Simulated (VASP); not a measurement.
# HW17S36 (a cell with a defect) in VASP: further runs

Runs on HW17S36 (a cell with a defect). Level: PBE. Tasks: single point.

Everything below comes from runs of VASP 6.6.1. Logs are shortened: lines on timing, memory, paths and dates and some standing lists are left out, and cuts for length are marked.

**1. The cell of the first run**

The cell holds a defect, 54 atoms: a = 9.381 Å, b = 9.381 Å, c = 12.165 Å, α = 90.00°, β = 90.00°, γ = 120.00°.

**2. Single point, PBE**

INCAR reads:

```
SYSTEM = HW17S36
ALGO = Normal
EDIFF = 1E-6
ENCUT = 400
GGA = PE
GGA_COMPAT = .FALSE.
ISIF = 2
ISMEAR = -1
LASPH = .TRUE.
LCHARG = .TRUE.
LELF = .TRUE.
LREAL = Auto
LVHAR = .TRUE.
LWAVE = .FALSE.
NBANDS = 260
NELECT = 458.0
NELM = 120
PREC = Accurate
SIGMA = 0.01
```

KPOINTS reads:

```
k-points
0
G
  1 1 1
  0 0 0
```

POSCAR reads:

```
HW17S36
1.0
    9.3812494643     -0.0000000850      0.0000000000
   -4.6906246585      8.1244003979      0.0000000000
    0.0000000000      0.0000000000     12.1647637133
W S H
17 36 1
Direct
    0.1102086805      0.2207978284      0.2508741730
    0.2174056716      0.1089996980      0.7529879272
    0.1096081842      0.5529602187      0.2509908863
    0.2199977796      0.4457765921      0.7544786811
    0.1096512249      0.8869931019      0.2507473022
    0.2222335173      0.7811768656      0.7523087279
    0.4427991519      0.2197871336      0.2508329922
    0.5513062123      0.1059873477      0.7536492738
    0.4432885859      0.5540105829      0.2509456905
    0.4438435336      0.8872001971      0.2505665876
    0.5481040822      0.7770307558      0.7541029546
    0.7762694670      0.2203204295      0.2506535262
    0.8856513344      0.1108093271      0.7531644398
    0.7770437018      0.5538994229      0.2510194444
    0.8879005503      0.4467655266      0.7530026901
    0.7761744526      0.8865345214      0.2509840078
    0.8932906867      0.7790841013      0.7523207377
    0.1091001278      0.2231073957      0.6231672511
    0.2208430634      0.1098229810      0.1195767998
    0.1094698586      0.2214876794      0.8838063973
    0.2202311309      0.1094878059      0.3816912584
    0.1102792473      0.5553125701      0.6227315473
    0.2214130422      0.4437010576      0.1193982021
    0.1093566438      0.5572148595      0.8827707996
    0.2213057079      0.4434012823      0.3823346174
    0.1120665497      0.8901134020      0.6192714666
    0.2206298572      0.7760226895      0.1196614376
    0.1128796212      0.8905666775      0.8842125190
    0.2206820461      0.7760997638      0.3818213996
    0.4361494929      0.2108917514      0.6159382814
    0.5535140432      0.1097798811      0.1191505897
    0.4439414560      0.2265043641      0.8728239415
    0.5539796553      0.1093821586      0.3816442055
    0.4436883845      0.5542656682      0.6305408610
    0.5540200579      0.4429778791      0.1199272517
    0.4393325086      0.5577922271      0.8841471578
    0.5540337126      0.4428794785      0.3819472862
    0.4432110080      0.8878870978      0.6203183669
    0.5535314829      0.7754212973      0.1192921048
    0.4411352543      0.8888031665      0.8857534189
    0.5534751511      0.7760627668      0.3825530046
    0.7743684593      0.2222288253      0.6232818427
    0.8872148024      0.1094162810      0.1198609727
    0.7741513479      0.2228586080      0.8836740002
    0.8871908538      0.1095145350      0.3818394612
    0.7847487468      0.5604771869      0.6209526673
    0.8871617420      0.4434171447      0.1195800478
    0.7782641326      0.5592571929      0.8768433831
    0.8870981826      0.4426679802      0.3822088060
    0.7736207174      0.8846529159      0.6241897920
    0.8871187713      0.7758426672      0.1195352595
    0.7743186786      0.8840332282      0.8814295959
    0.8871453981      0.7761235145      0.3820596856
    0.5580569986      0.3735286763      0.6436598603
```

Potentials or basis: VASP PAW PBE potentials, release 64 (W_sv, S, H).

Run with:

```console
cat potpaw_PBE.64/W_sv/POTCAR potpaw_PBE.64/S/POTCAR potpaw_PBE.64/H/POTCAR > POTCAR
mpirun -np 1 vasp_gam > vasp.out
```

OUTCAR:

```text
SYSTEM = HW17S36
   EDIFF = 1E-6
   ENCUT = 400
   GGA = PE
   ISIF = 2
   ISMEAR = -1
   LASPH = .TRUE.
   LREAL = Auto
   NELECT = 458.0
   NELM = 120
   PREC = Accurate

 ion  position               nearest neighbor table
   1  0.110  0.221  0.251-  21 2.40  19 2.41  45 2.41  43 2.41  25 2.41  23 2.42   3 3.12   7 3.12
                             9 3.13   5 3.13  12 3.13  16 3.13
   2  0.217  0.109  0.753-  32 2.35  28 2.39  20 2.40  18 2.40  26 2.41  30 2.44  17 3.07   6 3.10
                            13 3.12   8 3.15   4 3.15
   3  0.110  0.553  0.251-  25 2.41  23 2.41  49 2.41  29 2.41  47 2.41  27 2.42   1 3.12  12 3.12
                            14 3.12   9 3.13   5 3.13  10 3.14
   4  0.220  0.446  0.754-  34 2.36  36 2.38  24 2.39  22 2.40  20 2.41  18 2.41  11 3.09  15 3.12
                             6 3.14  13 3.14   2 3.15
   5  0.110  0.887  0.251-  29 2.41  27 2.41  21 2.41  51 2.41  53 2.41  19 2.41  14 3.12   7 3.12
                            16 3.13   1 3.13   3 3.13  10 3.13
   6  0.222  0.781  0.752-  28 2.39  26 2.41  40 2.41  38 2.41  24 2.41  22 2.42   8 3.07  17 3.08
                            11 3.08   2 3.10   4 3.14  15 3.14
   7  0.443  0.220  0.251-  33 2.40  31 2.40  19 2.41  21 2.41  35 2.41  37 2.41   5 3.12   1 3.12
                            10 3.12  12 3.13   9 3.13  14 3.14
   8  0.551  0.106  0.754-  32 2.35  40 2.39  38 2.40  44 2.40  42 2.41  30 2.45   6 3.07  11 3.07
                            13 3.11   2 3.15  15 3.18
   9  0.443  0.554  0.251-  35 2.41  37 2.41  39 2.41  25 2.41  23 2.41  41 2.41  16 3.12  10 3.12
[... 38 lines left out ...]
  39  0.554  0.775  0.119-  10 2.41   9 2.41  16 2.42
  40  0.441  0.889  0.886-   8 2.39  11 2.39   6 2.41
  41  0.553  0.776  0.383-  10 2.41   9 2.41  16 2.42
  42  0.774  0.222  0.623-  13 2.40   8 2.41  15 2.41
  43  0.887  0.109  0.120-  12 2.40   1 2.41  16 2.41
  44  0.774  0.223  0.884-   8 2.40  13 2.41  15 2.42
  45  0.887  0.110  0.382-  12 2.41  16 2.41   1 2.41
  46  0.785  0.560  0.621-  15 2.38  17 2.39
  47  0.887  0.443  0.120-  14 2.40   3 2.41  12 2.41
  48  0.778  0.559  0.877-  17 2.34  15 2.35
  49  0.887  0.443  0.382-  14 2.40   3 2.41  12 2.41
  50  0.774  0.885  0.624-  17 2.40  13 2.42  11 2.42
  51  0.887  0.776  0.120-  16 2.41  14 2.41   5 2.41
  52  0.774  0.884  0.881-  11 2.40  17 2.40  13 2.41
  53  0.887  0.776  0.382-  16 2.40  14 2.41   5 2.41
  54  0.558  0.374  0.644-  30 1.42

  LATTYP: Found a hexagonal cell.
 ALAT       =     9.3812494643
 C/A-ratio  =     1.2967103966

  Lattice vectors:

 A1 = (   9.3812494643,  -0.0000000850,   0.0000000000)
 A2 = (  -4.6906246585,   8.1244003979,   0.0000000000)
 A3 = (   0.0000000000,   0.0000000000,  12.1647637133)

Analysis of symmetry for initial positions (statically):
=====================================================================
 Subroutine PRICEL returns:
 Original cell was already a primitive cell.

 Routine SETGRP: Setting up the symmetry group for a
 hexagonal supercell.

 Subroutine GETGRP returns: Found  1 space group operations
 (whereof  1 operations were pure point group operations)
 out of a pool of 24 trial point group operations.

The static configuration has the point symmetry C_1 .

Analysis of symmetry for dynamics (positions and initial velocities):
=====================================================================
 Subroutine PRICEL returns:
 Original cell was already a primitive cell.

 Routine SETGRP: Setting up the symmetry group for a
 hexagonal supercell.

 Subroutine GETGRP returns: Found  1 space group operations
 (whereof  1 operations were pure point group operations)
 out of a pool of 24 trial point group operations.

The dynamic configuration has the point symmetry C_1 .

 Subroutine INISYM returns: Found  1 space group operations
 (whereof  1 operations are pure point group operations),
 and found     1 'primitive' translations

----------------------------------------------------------------------------------------

[... 46 lines left out ...]
   TEBEG  =    0.0;   TEEND  =   0.0 temperature during run
   PSTRESS=    0.0 pullay stress
   NELECT =     458.0000    total number of electrons
   NUPDOWN=      -1.0000    fix difference up-down
   EMIN   =  10.00;   EMAX   =-10.00  energy-range for DOS
   EFERMI =   0.00;   METHOD = LEGACY
   ISMEAR =    -1;   SIGMA  =   0.01  broadening in eV -4-tet -1-fermi 0-gaus
   EFERMI_NEDOS =   21; number of points for ismear=-14 and -15
   IALGO  =     38    algorithm
   IMIX   =      4    mixing-type and parameters
     AMIX     =   0.40;   BMIX     =  1.00
     AMIX_MAG =   1.60;   BMIX_MAG =  1.00
  volume/ion in A,a.u.               =      17.17       115.87
  Fermi-wavevector in a.u.,A,eV,Ry     =   1.294131  2.445552 22.786683  1.674774
  Thomas-Fermi vector in A             =   2.425733
   LORBIT       =      0    0 simple, 1 ext, 2 COOP (PROOUT), +10 PAW based schemes
   GGA     = PE    functional components
   LHFCALC =     F    Hartree Fock is set to
   AEXX    =    0.0000 exact exchange contribution
   IVDW    =     0    specifies the selected vdW correction
   LEPSILON=     F    determine dielectric tensor
   LRPA    =     F    only Hartree local field effects (RPA)
 non-spin polarized calculation
  energy-cutoff  :      400.00
  volume of cell :      927.16
 maximum number of plane-waves:      8432
 NGX is ok and might be reduce to    64
   NGX = 31   NGY = 31   NGZ = 39

 number of electron     458.0000019 magnetization

 Free energy of the ion-electron system (eV)
  ---------------------------------------------------
  ext. energy  EPLUGINS =         0.00000000
  ---------------------------------------------------
  free energy    TOTEN  =      -382.75160314 eV

  energy without entropy =     -382.73130990  energy(sigma->0) =     -382.74145652

 E-fermi :   8.4140     XC(G=0): -11.0994

 val. band max:        8.4004517590   @ k =   0.0000   0.0000   0.0000
 cond. band min:       8.4275526745   @ k =   0.0000   0.0000   0.0000
 fundamental gap:      0.0271009154
 Fermi energy:         8.4140022657

 k-point     1 :       0.0000    0.0000    0.0000
  band No.  band energies     occupation
      1     -67.3756      2.00000
      2     -67.3668      2.00000
      3     -67.3629      2.00000
      4     -67.3601      2.00000
      5     -67.3530      2.00000
      6     -67.3474      2.00000
[... 233 lines left out ...]
    240       9.1928      0.00000
    241       9.2079      0.00000
 [bands above 241 left out]

------------------------ aborting loop because EDIFF is reached ----------------------------------------

  FORCE on cell =-STRESS in cart. coord.  units (eV):
  Direction    XX          YY          ZZ          XY          YZ          ZX
  --------------------------------------------------------------------------------------
  -------------------------------------------------------------------------------------
  Total       85.0697588     79.4277755     53.5926193     -0.5617937      1.4662565     -0.4674937
  in kB      147.0043225    137.2547248     92.6104271     -0.9708045      2.5337563     -0.8078499
  external PRESSURE =     125.6231581 kB  Pullay stress =       0.0000000 kB

 VOLUME and BASIS-vectors are now :
 -----------------------------------------------------------------------------
  energy-cutoff  :      400.00
  volume of cell :      927.16
      direct lattice vectors                 reciprocal lattice vectors
     9.381249464 -0.000000085  0.000000000     0.106595610  0.061543003  0.000000000
    -4.690624658  8.124400398  0.000000000     0.000000001  0.123086007  0.000000000
     0.000000000  0.000000000 12.164763713     0.000000000  0.000000000  0.082204638

 POSITION                                       TOTAL-FORCE (eV/Angst)
 -----------------------------------------------------------------------------------
     -0.00178      1.79385      3.05183        -0.152820      0.032861     -0.003154
      1.52826      0.88556      9.15992        -0.500987     -0.335637     -0.476100
     -1.56547      4.49247      3.05324        -0.110535      0.217063     -0.020654
     -0.02712      3.62167      9.17805        -0.510525     -0.642427      0.081626
     -3.13189      7.20629      3.05028        -0.100156      0.066773     -0.038026
     -1.57938      6.34659      9.15166         0.153171     -0.368683     -0.185322
[... 46 lines left out ...]
      4.68203      6.30554      4.64767         0.074404     -0.021198     -0.391262
      3.48319      3.03470      7.82997        -0.252241      0.046019     -0.123101
 -----------------------------------------------------------------------------------
    total drift:                               -0.009839      0.006452     -0.010691

  FREE ENERGIE OF THE ION-ELECTRON SYSTEM (eV)
  ---------------------------------------------------
  free  energy   TOTEN  =      -382.7516031363 eV

  energy  without entropy=     -382.7313098959  energy(sigma->0) =     -382.74145652
```

It took 12 min on 1 thread of AMD EPYC 7R13, shared host; peak memory 0.67 GiB.

What came out:

```
Free energy   : -382.7516 eV
Largest force : 1.140 eV/Å
```

Forces on the atoms (eV/Å):
```
W   -0.153  0.033 -0.003
W   -0.501 -0.336 -0.476
W   -0.111  0.217 -0.021
W   -0.511 -0.642  0.082
W   -0.100  0.067 -0.038
W    0.153 -0.369 -0.185
W   -0.107  0.176  0.004
W    0.561 -0.721 -0.271
W   -0.109  0.008  0.005
W   -0.151  0.047 -0.010
W   -0.509  0.527  0.057
W   -0.111  0.024 -0.014
W    0.039 -0.290 -0.086
W   -0.179  0.025  0.009
W    1.025 -0.346 -0.360
W   -0.159  0.139 -0.012
W    0.477  0.567 -0.091
S   -0.082  0.071  0.660
S    0.044 -0.044  0.401
S   -0.096  0.175 -0.622
S    0.042 -0.053 -0.418
S   -0.013  0.174  0.368
S    0.042 -0.095  0.473
S   -0.134  0.154 -0.249
S    0.046 -0.058 -0.393
S   -0.106 -0.071  0.588
S    0.049 -0.042  0.513
S   -0.084  0.032 -0.233
S    0.067 -0.028 -0.424
S    0.246  0.391  0.352
S    0.103 -0.045  0.444
S    0.210  0.760  0.329
S    0.080 -0.046 -0.404
S    0.208  0.063 -0.404
S    0.079 -0.048  0.409
S    0.215  0.029 -0.021
S    0.056 -0.037 -0.420
S   -0.055 -0.098  0.380
S    0.090  0.041  0.442
S   -0.074  0.034 -0.285
S    0.092 -0.023 -0.429
S   -0.027  0.164  0.571
S    0.062 -0.058  0.348
S   -0.066  0.151 -0.598
S    0.052 -0.033 -0.341
S   -0.180 -0.267 -0.168
S    0.075 -0.069  0.434
S   -0.426 -0.138  0.472
S    0.064 -0.032 -0.403
S   -0.041 -0.047  0.425
S    0.050 -0.021  0.408
S    0.038 -0.032 -0.281
S    0.074 -0.021 -0.391
H   -0.252  0.046 -0.123
```

Levels at points of the mesh, in eV from the Fermi level:
```csv
k point,band 225,band 226,band 227,band 228,band 229,band 230,band 231,band 232,band 233,band 234
"(0.00, 0.00, 0.00)",-1.32,-0.93,-0.47,-0.13,-0.01,0.01,0.20,0.20,0.62,0.63
```

Caveat: the k points lie up to 0.77 Å⁻¹ apart; the cell carries a net charge on a neutralising background, which shifts energy and pressure; the cell is charged against a uniform background, so pressure and absolute levels hang on convention; spin-orbit coupling is left out, which moves the levels of the heavy elements.

**3. Single point, PBE**

INCAR reads:

```
SYSTEM = HW17S36
ALGO = Normal ; EDIFF = 1E-6
ENCUT = 400 ; GGA = PE
GGA_COMPAT = .FALSE. ; ISIF = 2
ISMEAR = -1 ; LASPH = .TRUE.
LCHARG = .FALSE. ; LREAL = Auto
LWAVE = .FALSE. ; NBANDS = 260
NELECT = 456.0 ; NELM = 120
PREC = Accurate ; SIGMA = 0.01
```

KPOINTS is that of step 2.

POSCAR reads:

```
HW17S36
1.0
    9.3812494643     -0.0000000850      0.0000000000
   -4.6906246585      8.1244003979      0.0000000000
    0.0000000000      0.0000000000     12.1647637133
W S H
17 36 1
Direct
    0.1099498592      0.2209584679      0.2499903411
    0.2093074754      0.1060763249      0.7495956460
    0.1100680992      0.5537693976      0.2503267019
    0.2225440680      0.4450627331      0.7504669900
    0.1099215502      0.8874420872      0.2501648271
    0.2221445840      0.7793398263      0.7518001670
    0.4434222658      0.2206161413      0.2504105058
    0.5435474861      0.1030675002      0.7551276840
    0.4435857135      0.5539357670      0.2505399566
    0.4436647869      0.8871953751      0.2501420867
    0.5518222976      0.7734703973      0.7507605341
    0.7767758477      0.2210461855      0.2498431177
    0.8839499558      0.1136526813      0.7525129490
    0.7770995992      0.5542983778      0.2504580103
    0.8927928085      0.4577137564      0.7544869575
    0.7766214820      0.8873457777      0.2503922339
    0.8965482943      0.7874051933      0.7532269122
    0.1046031831      0.2223878912      0.6201795946
    0.2212685828      0.1105571096      0.1195137451
    0.1091767972      0.2230955358      0.8816510594
    0.2200308160      0.1100241867      0.3805830149
    0.1112373074      0.5569753387      0.6213993193
    0.2214765664      0.4438942358      0.1193261524
    0.1160482428      0.5574426596      0.8824633395
    0.2208308471      0.4433571189      0.3812287250
    0.1100851730      0.8873822025      0.6164913999
    0.2209043219      0.7766459727      0.1196581788
    0.1155122249      0.8932187147      0.8861982375
    0.2207394458      0.7765109056      0.3808868711
    0.4285216887      0.2019827167      0.6124743169
    0.5537029871      0.1100376639      0.1191196636
    0.4442149506      0.2256009927      0.8710769399
    0.5545253302      0.1098558827      0.3806079255
    0.4430221350      0.5547595578      0.6221487157
    0.5543595887      0.4434657034      0.1197118813
    0.4498657755      0.5467058946      0.8738152313
    0.5542694055      0.4432297398      0.3813581685
    0.4433624650      0.8869289285      0.6205731057
    0.5539819734      0.7761019995      0.1194842245
    0.4422312794      0.8829793490      0.8834274219
    0.5539430874      0.7764981047      0.3814394306
    0.7699424454      0.2280324255      0.6263087792
    0.8870776588      0.1100403706      0.1194096254
    0.7720843328      0.2268561325      0.8824473852
    0.8870155702      0.1104414831      0.3808512169
    0.7849914462      0.5619781249      0.6231406455
    0.8875680467      0.4440930277      0.1192658605
    0.7914484369      0.5674889387      0.8837537229
    0.8874204932      0.4432605676      0.3812599818
    0.7764459850      0.8888214231      0.6224301959
    0.8873046269      0.7767960280      0.1195044406
    0.7752990500      0.8876351157      0.8818750475
    0.8872958324      0.7767434754      0.3811097014
    0.5415657051      0.3649412849      0.6405568257
```

Potentials or basis: VASP PAW PBE potentials, release 64 (W_sv, S, H).

Run with:

```console
cat potpaw_PBE.64/W_sv/POTCAR potpaw_PBE.64/S/POTCAR potpaw_PBE.64/H/POTCAR > POTCAR
mpirun -np 1 vasp_gam > vasp.out
```

Run time: 14 min. Hardware: 1 thread of AMD EPYC 7R13, shared host; peak memory 0.69 GiB.

The run converged. Its results:

- Free energy: -399.1191 eV
- Largest force: 1.112 eV/Å

Forces on the atoms (eV/Å):
```
W   -0.147  0.125  0.008
W    0.624  0.133 -0.096
W   -0.183  0.137 -0.028
W   -0.373 -0.604 -0.085
W   -0.118  0.030 -0.021
W    0.070 -0.103 -0.146
W   -0.127  0.133 -0.008
W    1.077  0.084 -0.263
W   -0.142  0.082  0.009
W   -0.147  0.101 -0.012
W    0.007  0.355  0.103
W   -0.196  0.060 -0.003
W   -0.046 -0.280 -0.069
W   -0.170  0.051 -0.003
W    0.688 -0.828 -0.180
W   -0.216  0.103 -0.003
W    0.483 -0.643 -0.103
S   -0.127  0.154  0.618
S    0.086 -0.028  0.398
S   -0.167  0.214 -0.610
S    0.080 -0.036 -0.413
S   -0.086  0.133  0.450
S    0.082 -0.065  0.418
S   -0.022  0.131 -0.357
S    0.101 -0.044 -0.386
S   -0.086  0.001  0.868
S    0.074 -0.044  0.453
S   -0.029  0.072 -0.765
S    0.087 -0.022 -0.424
S    0.079  0.568  0.405
S    0.068 -0.052  0.396
S   -0.408  0.554  0.032
S    0.086 -0.050 -0.389
S    0.013 -0.026 -0.142
S    0.066 -0.068  0.381
S    0.113  0.052  0.100
S    0.080 -0.038 -0.403
S   -0.120 -0.063  0.571
S    0.080 -0.036  0.371
S   -0.046 -0.051 -0.453
S    0.084 -0.043 -0.391
S   -0.088  0.098  0.558
S    0.062 -0.059  0.373
S   -0.178  0.054 -0.591
S    0.072 -0.057 -0.364
S   -0.282  0.092  0.269
S    0.087 -0.047  0.422
S   -0.452 -0.012 -0.093
S    0.068 -0.031 -0.394
S   -0.179  0.035  0.566
S    0.079 -0.063  0.414
S   -0.217  0.067 -0.474
S    0.090 -0.042 -0.381
H   -0.236 -0.183 -0.130
```

Levels at points of the mesh, in eV from the Fermi level:
```
           k point  band 226  band 227  band 228  band 229  band 230  band 231
(0.00, 0.00, 0.00)     -0.77     -0.25     -0.01      0.01      0.27      0.93
```

Caveat: the k points lie up to 0.77 Å⁻¹ apart; the cell carries a net charge on a neutralising background, which shifts energy and pressure; the cell is charged against a uniform background, so pressure and absolute levels hang on convention; spin-orbit coupling is left out, which moves the levels of the heavy elements.
